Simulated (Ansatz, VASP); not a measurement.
## KF: VASP beside Ansatz

INCAR

```
ALGO = Normal
EDIFF = 1E-7
ENCUT = 520
GGA = CA
ISIF = 2
ISMEAR = 0
LASPH = True
LCHARG = False
LREAL = False
LWAVE = False
NBANDS = 15
NELM = 60
PREC = Accurate
SIGMA = 0.05
```

Contents of KPOINTS:

```
k-points
0
Gamma
  8 8 8
```

POSCAR

```
KF
1.0
    0.0000000000      2.5817196783      2.6785341662
    2.5365395839      0.0000000000      2.6785341662
    2.5365395839      2.5817196783      0.0000000000
K F
1 1
Direct
    0.0000000000      0.0000000000      0.0000000000
    0.5000000000      0.5000000000      0.5000000000
```

Input for Ansatz:

```yaml
crystal:
  lattice:
    - [0.0, 2.5817196783, 2.6785341662]
    - [2.5365395839, 0.0, 2.6785341662]
    - [2.5365395839, 2.5817196783, 0.0]
  atoms:
    - { symbol: K, position: [0.0, 0.0, 0.0] }
    - { symbol: F, position: [0.5, 0.5, 0.5] }
basis:
  ecutwfc: 520.0
kpoints:
  mp_grid: { grid: [8, 8, 8] }
hamiltonian:
  xc: lda
scf:
  occupations: { method: gaussian, width: 0.05 }
output:
  forces: true
  stress: true
  eigenvalues: true
```

Change from the starting cell: normal strain along x -0.0175, normal strain along z +0.0375.

Alike in both runs: task single point; functional LDA; k mesh 8 × 8 × 8; occupations gaussian, width 0.05 eV; no spin polarisation.

|  | VASP | Ansatz |
| --- | --- | --- |
| version | VASP 6.6.1 | Ansatz 0.2.0 |
| potentials or method | VASP PAW LDA potentials, release 64 (K_sv, F), cutoff 520 eV | scalar-relativistic, plane waves, PAW |
| valence electrons in the cell | 16 | 16 |

Ansatz gave:

```
gap on the k mesh at the Fermi level (eV)                     : 6.18
least direct gap on the mesh (eV)                             : 6.18
pressure (GPa)                                                : -0.6
traceless stress, the component that is largest in VASP (GPa) : -2.00
```

Question: Estimate VASP's values.

Answer: gap on the k mesh at the Fermi level (eV): 6.16; least direct gap on the mesh (eV): 6.16; pressure (GPa): -0.4; traceless stress, the component that is largest in VASP (GPa): -2.12.

LDA's correlation is that of Perdew and Zunger in VASP and of Perdew and Wang (1992) in Ansatz.
